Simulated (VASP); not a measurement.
Set up this calculation in VASP 6.6.1, as the native input.

* Task: single point
* Functional: r2SCAN
* Potentials or basis: VASP PAW PBE potentials, release 64 (Cd, S)
* Cutoff: 520 eV
* k mesh: 6 × 6 × 4
* Occupations: gaussian, width 0.01 eV
* Spin: no spin polarisation
* Dipole correction: no
* Further INCAR settings: ALGO = Normal; EDIFF = 1e-07; NBANDS = 26

CdS:

```
Cd S
1.0
     4.08052    0.00000    0.00000
    -2.04026    3.53383    0.00000
     0.00000    0.00000    6.84744
Cd S
2 2
Direct
  0.33333 0.66667 0.99904
  0.66667 0.33333 0.49904
  0.33333 0.66667 0.37596
  0.66667 0.33333 0.87596
```

This cell differs from its parent crystal: in-plane strain -0.02.

These files were run (other wordings do the same):

POSCAR

```
CdS
1.0
    4.0805182010      0.0000000000      0.0000000000
   -2.0402591005      3.5338324227      0.0000000000
    0.0000000000      0.0000000000      6.8474432938
Cd S
2 2
Direct
    0.3333333333      0.6666666667     -0.0009613637
    0.6666666667      0.3333333333      0.4990386363
    0.3333333333      0.6666666667      0.3759613637
    0.6666666667      0.3333333333      0.8759613637
```

INCAR.step1

```
SYSTEM = CdS
ALGO = Normal ; EDIFF = 1E-4
ENCUT = 520 ; GGA = PE
ISMEAR = 0 ; LASPH = .TRUE.
LCHARG = .FALSE. ; LREAL = .FALSE.
LWAVE = .TRUE. ; NBANDS = 26
NELM = 80 ; PREC = Accurate
SIGMA = 0.01
```

INCAR.step2

```
SYSTEM = CdS
ALGO = Normal ; EDIFF = 1E-7
ENCUT = 520 ; ISIF = 2
ISMEAR = 0 ; ISTART = 1
LASPH = .TRUE. ; LCHARG = .FALSE.
LMIXTAU = .TRUE. ; LREAL = .FALSE.
LWAVE = .FALSE. ; METAGGA = R2SCAN
NBANDS = 26 ; NELM = 80
PREC = Accurate ; SIGMA = 0.01
```

KPOINTS

```
k-points
0
G
  6 6 4
  0 0 0
```

Potentials or basis: VASP PAW PBE potentials, release 64 (Cd, S).

The run is started by

```sh
$ cat potpaw_PBE.64/Cd/POTCAR potpaw_PBE.64/S/POTCAR > POTCAR
$ cp INCAR.step1 INCAR
$ mpirun -np 1 vasp_std > vasp.out
$ cp INCAR.step2 INCAR
$ mpirun -np 1 vasp_std > vasp.out
```

It gave:

| Item | Value |
| --- | --- |
| Pressure | 2.3 GPa |
| Largest force | 0.258 eV/Å |
| Band gap on the k mesh | 1.64 eV |

Caveat: the cell differs from its parent crystal (in-plane strain -0.02); the PAW data sets were made with another functional, which shifts forces and pressure a little.

It took 110 s on 1 thread of AMD EPYC 9R45 96-Core Processor (Zen 5), with other jobs on the host, peak memory 0.21 GiB.
